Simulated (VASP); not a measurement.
# LiCaF3 (P4/mmm) in VASP: notebook

The runs below take LiCaF3 through single point, with LDA.

Program: VASP 6.6.1. These are calculated values, not measurements. Logs are shortened: lines on timing, memory, paths and dates and some standing lists are left out, and cuts for length are marked.

## Step 1: The cell of the first run

Symmetry: P4/mmm, No. 123, tetragonal system. Conventional cell: a = 3.761 Å, b = 3.761 Å, c = 3.536 Å, α = 90.00°, β = 90.00°, γ = 90.00°. Li (site symmetry 4/mmm) has 6 F at 1.77 to 1.88 Å within 2.3 Å. Ca (site symmetry 4/mmm) has 12 F at 2.58 to 2.66 Å and 8 Li at 3.19 Å within 3.4 Å. F (site symmetry mmm) has 2 Li at 1.88 Å within 2.5 Å. F (site symmetry 4/mmm) has 2 Li at 1.77 Å within 2.3 Å.

## Step 2: Single point, LDA (strain -0.0600 x Voigt [0, 0, 1, 0, 0, 0])

Contents of INCAR:

```
PREC = Accurate ; ENCUT = 520
EDIFF = 1E-6 ; ISMEAR = 0
SIGMA = 0.05 ; LREAL = F
LASPH = T ; NELM = 60
ALGO = Normal ; ISIF = 2
LWAVE = F ; LCHARG = F
GGA = CA ; NBANDS = 25
```

Contents of KPOINTS:

```
regular mesh
0
Gamma
  6 6 6
```

Contents of POSCAR:

```
LiCaF3
1.0
    3.7612440000      0.0000000000      0.0000000000
    0.0000000000      3.7612440000      0.0000000000
    0.0000000000      0.0000000000      3.5355693600
Li Ca F
1 1 3
Direct
    0.5000000000      0.5000000000      0.5000000000
    0.0000000000      0.0000000000      0.0000000000
    0.0000000000      0.5000000000      0.5000000000
    0.5000000000      0.5000000000      0.0000000000
    0.5000000000      0.0000000000      0.5000000000
```

Potentials or basis: VASP PAW LDA potentials, release 64 (Li_sv, Ca_sv, F).

The run is started by

```
> cat potpaw_LDA.64/Li_sv/POTCAR potpaw_LDA.64/Ca_sv/POTCAR potpaw_LDA.64/F/POTCAR > POTCAR
> mpirun -np 1 vasp_std > vasp.out
```

OUTCAR:

```text
PREC = Accurate
   ENCUT = 520
   EDIFF = 1E-6
   ISMEAR = 0
   LREAL = F
   LASPH = T
   NELM = 60
   ISIF = 2
   GGA = CA

 ion  position               nearest neighbor table
   1  0.500  0.500  0.500-   4 1.77   4 1.77   5 1.88   3 1.88   5 1.88   3 1.88
   2  0.000  0.000  0.000-
   3  0.000  0.500  0.500-   1 1.88   1 1.88
   4  0.500  0.500  0.000-   1 1.77   1 1.77
   5  0.500  0.000  0.500-   1 1.88   1 1.88

  LATTYP: Found a simple tetragonal cell.
 ALAT       =     3.7612440000
 C/A-ratio  =     0.9400000000

  Lattice vectors:

 A1 = (   3.7612440000,   0.0000000000,   0.0000000000)
 A2 = (   0.0000000000,   3.7612440000,   0.0000000000)
 A3 = (   0.0000000000,   0.0000000000,   3.5355693600)

Analysis of symmetry for initial positions (statically):
=====================================================================
 Subroutine PRICEL returns:
 Original cell was already a primitive cell.

 Routine SETGRP: Setting up the symmetry group for a
 simple tetragonal supercell.

 Subroutine GETGRP returns: Found 16 space group operations
 (whereof 16 operations were pure point group operations)
 out of a pool of 16 trial point group operations.

The static configuration has the point symmetry D_4h.

Analysis of symmetry for dynamics (positions and initial velocities):
=====================================================================
 Subroutine PRICEL returns:
 Original cell was already a primitive cell.

 Routine SETGRP: Setting up the symmetry group for a
 simple tetragonal supercell.

 Subroutine GETGRP returns: Found 16 space group operations
 (whereof 16 operations were pure point group operations)
 out of a pool of 16 trial point group operations.

The dynamic configuration has the point symmetry D_4h.

 Subroutine INISYM returns: Found 16 space group operations
 (whereof 16 operations are pure point group operations),
 and found     1 'primitive' translations

----------------------------------------------------------------------------------------

                                     Primitive cell

  volume of cell :      50.0175

  direct lattice vectors                    reciprocal lattice vectors
[... 85 lines left out ...]
   ISTART =      0    job   : 0-new  1-cont  2-samecut
   ICHARG =      2    charge: 1-file 2-atom 10-const
   ISPIN  =      1    spin polarized calculation?
   LNONCOLLINEAR =      F non collinear calculations
   LSORBIT =      F    spin-orbit coupling
   LASPH  =      T    aspherical Exc in radial PAW
   ENCUT  =  520.0 eV  38.22 Ry    6.18 a.u.   6.99  6.99  6.57*2*pi/ulx,y,z
   NELM   =     60;   NELMIN=  2; NELMDL= -5     # of ELM steps
   EDIFF  = 0.1E-05   stopping-criterion for ELM
   LREAL  =      F    real-space projection
   EDIFFG = 0.1E-04   stopping-criterion for IOM
   NSW    =      0    number of steps for IOM
   IBRION =     -1    ionic relax: 0-MD 1-quasi-New 2-CG
   NFREE  =      0    steps in history (QN), initial steepest desc. (CG)
   ISIF   =      2    stress and relaxation
   ISYM   =      2    0-nonsym 1-usesym 2-fastsym
   POTIM  = 0.5000    time-step for ionic-motion
   TEBEG  =    0.0;   TEEND  =   0.0 temperature during run
   PSTRESS=    0.0 pullay stress
   NELECT =      34.0000    total number of electrons
   NUPDOWN=      -1.0000    fix difference up-down
   EMIN   =  10.00;   EMAX   =-10.00  energy-range for DOS
   EFERMI =   0.00;   METHOD = LEGACY
   ISMEAR =     0;   SIGMA  =   0.05  broadening in eV -4-tet -1-fermi 0-gaus
   EFERMI_NEDOS =   21; number of points for ismear=-14 and -15
   IALGO  =     38    algorithm
   IMIX   =      4    mixing-type and parameters
     AMIX     =   0.40;   BMIX     =  1.00
     AMIX_MAG =   1.60;   BMIX_MAG =  1.00
  volume/ion in A,a.u.               =      10.00        67.51
  Fermi-wavevector in a.u.,A,eV,Ry     =   1.439440  2.720148 28.191116  2.071989
  Thomas-Fermi vector in A             =   2.558296
   LORBIT       =      0    0 simple, 1 ext, 2 COOP (PROOUT), +10 PAW based schemes
   GGA     = CA    functional components
   LHFCALC =     F    Hartree Fock is set to
   AEXX    =    0.0000 exact exchange contribution
   IVDW    =     0    specifies the selected vdW correction
   LEPSILON=     F    determine dielectric tensor
   LRPA    =     F    only Hartree local field effects (RPA)
 non-spin polarized calculation
 Gauss-broadening in eV      SIGMA  =   0.05
  energy-cutoff  :      520.00
  volume of cell :       50.02
 maximum number of plane-waves:      1362
 NGX is ok and might be reduce to    28
   NGX = 13   NGY = 13   NGZ = 13

 number of electron      33.9999971 magnetization

 Free energy of the ion-electron system (eV)
  ---------------------------------------------------
  ext. energy  EPLUGINS =         0.00000000
  ---------------------------------------------------
  free energy    TOTEN  =       -28.67080159 eV

  energy without entropy =      -28.67080159  energy(sigma->0) =      -28.67080159

 E-fermi :   0.5985     XC(G=0): -11.3009

 val. band max:        0.2826325901   @ k =   0.5000   0.5000   0.5000
 cond. band min:       6.2893455084   @ k =   0.0000   0.0000   0.0000
 fundamental gap:      6.0067129183
 Fermi energy:         0.5985287871

 k-point     1 :       0.0000    0.0000    0.0000
  band No.  band energies     occupation
      1     -38.8390      2.00000
      2     -36.7671      2.00000
      3     -19.9780      2.00000
      4     -19.0298      2.00000
      5     -18.7010      2.00000
      6     -17.9926      2.00000
[... 661 lines left out ...]
     24      12.6922      0.00000
     25      14.8527      0.00000

 [... further k-points ...]
[... 5 lines left out ...]
  --------------------------------------------------------------------------------------
  -------------------------------------------------------------------------------------
  Total       -2.3748614     -2.3748614      0.4001728      0.0000000      0.0000000      0.0000000
  in kB      -76.0722874    -76.0722874     12.8184579      0.0000000      0.0000000      0.0000000
  external PRESSURE =     -46.4420390 kB  Pullay stress =       0.0000000 kB

 VOLUME and BASIS-vectors are now :
 -----------------------------------------------------------------------------
  energy-cutoff  :      520.00
  volume of cell :       50.02
      direct lattice vectors                 reciprocal lattice vectors
     3.761244000  0.000000000  0.000000000     0.265869484  0.000000000  0.000000000
     0.000000000  3.761244000  0.000000000     0.000000000  0.265869484  0.000000000
     0.000000000  0.000000000  3.535569360     0.000000000  0.000000000  0.282839876

 POSITION                                       TOTAL-FORCE (eV/Angst)
 -----------------------------------------------------------------------------------
      1.88062      1.88062      1.76778         0.000000      0.000000      0.000000
      0.00000      0.00000      0.00000         0.000000      0.000000      0.000000
      0.00000      1.88062      1.76778         0.000000      0.000000      0.000000
      1.88062      1.88062      0.00000         0.000000      0.000000      0.000000
      1.88062      0.00000      1.76778         0.000000      0.000000      0.000000
 -----------------------------------------------------------------------------------
    total drift:                                0.000000      0.000000      0.000000

  FREE ENERGIE OF THE ION-ELECTRON SYSTEM (eV)
  ---------------------------------------------------
  free  energy   TOTEN  =       -28.6708015859 eV

  energy  without entropy=      -28.6708015859  energy(sigma->0) =      -28.67080159
```

stdout:

```text
POSCAR found type information on POSCAR LiCaF
 POSCAR found :  3 types and       5 ions
 scaLAPACK will be used
 LDA part: xc-table for (Slater(with rela. corr.)+CA(PZ))
 , standard interpolation
 POSCAR, INCAR and KPOINTS ok, starting setup
 FFT: planning ... GRIDC
 FFT: planning ... GRID_SOFT
 FFT: planning ... GRID
 WAVECAR not read
 entering main loop
```

It took 31 s on 1 thread of AMD EPYC 7R13 (Zen 3), shared host; peak memory 0.14 GiB.

What came out:

| Property | Result |
| --- | --- |
| Free energy | -28.6708 eV |
| Band gap on the k mesh | 6.01 eV, indirect (least direct gap 6.19 eV) |

Caveat: the cell differs from its parent crystal (strain -0.0600 x Voigt [0, 0, 1, 0, 0, 0]); the cutoff is under 1.25 times the usual one of these potentials, so pressure, stress and relaxed cells hold a basis-set (Pulay) error. A k mesh can miss the band edges.

## Step 3: Single point, LDA (strain -0.0450 x Voigt [0, 0, 1, 0, 0, 0])

Contents of INCAR:

```
PREC = Accurate
ENCUT = 520
EDIFF = 1E-7
ISMEAR = 0
SIGMA = 0.05
LREAL = F
LASPH = T
NELM = 60
ALGO = Normal
ISIF = 2
LWAVE = F
LCHARG = T
LELF = T
LVHAR = T
NBANDS = 25
```

KPOINTS is that of step 2.

Changes to POSCAR since step 2:

```diff
@@ -4,3 +4,3 @@
     0.0000000000      3.7612440000      0.0000000000
-    0.0000000000      0.0000000000      3.5355693600
+    0.0000000000      0.0000000000      3.5919880200
 Li Ca F
```

Potentials or basis: VASP PAW LDA potentials, release 64 (Li_sv, Ca_sv, F).

The run is started by

```
> cat potpaw_LDA.64/Li_sv/POTCAR potpaw_LDA.64/Ca_sv/POTCAR potpaw_LDA.64/F/POTCAR > POTCAR
> mpirun -np 1 vasp_std > vasp.out
```

Run time: 38 s. Hardware: 1 thread of AMD EPYC 7R13 (Zen 3), shared host; peak memory 0.14 GiB.

The run converged. Its results:

```
Free energy            : -28.6709 eV
Band gap on the k mesh : 6.10 eV, indirect (least direct gap 6.29 eV)
```

Levels at points of the mesh, in eV from the valence-band top:
| k point | band 15 | band 16 | band 17 | band 18 | band 19 | band 20 |
| --- | --- | --- | --- | --- | --- | --- |
| (0.00, 0.00, 0.00) | -0.25 | -0.18 | -0.18 | 6.10 | 6.51 | 6.82 |
| (0.50, 0.00, 0.00) | -1.40 | -0.61 | -0.37 | 7.28 | 7.67 | 8.29 |
| (0.50, 0.50, 0.00) | -1.45 | -0.42 | -0.40 | 7.84 | 7.97 | 9.01 |
| (0.00, 0.00, 0.50) | -1.22 | -0.75 | -0.75 | 7.81 | 7.82 | 8.24 |
| (0.50, 0.00, 0.50) | -1.53 | -0.19 | -0.06 | 7.93 | 8.24 | 8.84 |
| (0.50, 0.50, 0.50) | -0.12 | 0.00 | 0.00 | 7.44 | 7.44 | 7.46 |

Caveat: the cell differs from its parent crystal (strain -0.0450 x Voigt [0, 0, 1, 0, 0, 0]); the cutoff is under 1.25 times the usual one of these potentials, so pressure, stress and relaxed cells hold a basis-set (Pulay) error. A k mesh can miss the band edges.

(Part 1 of 3 ends here.)
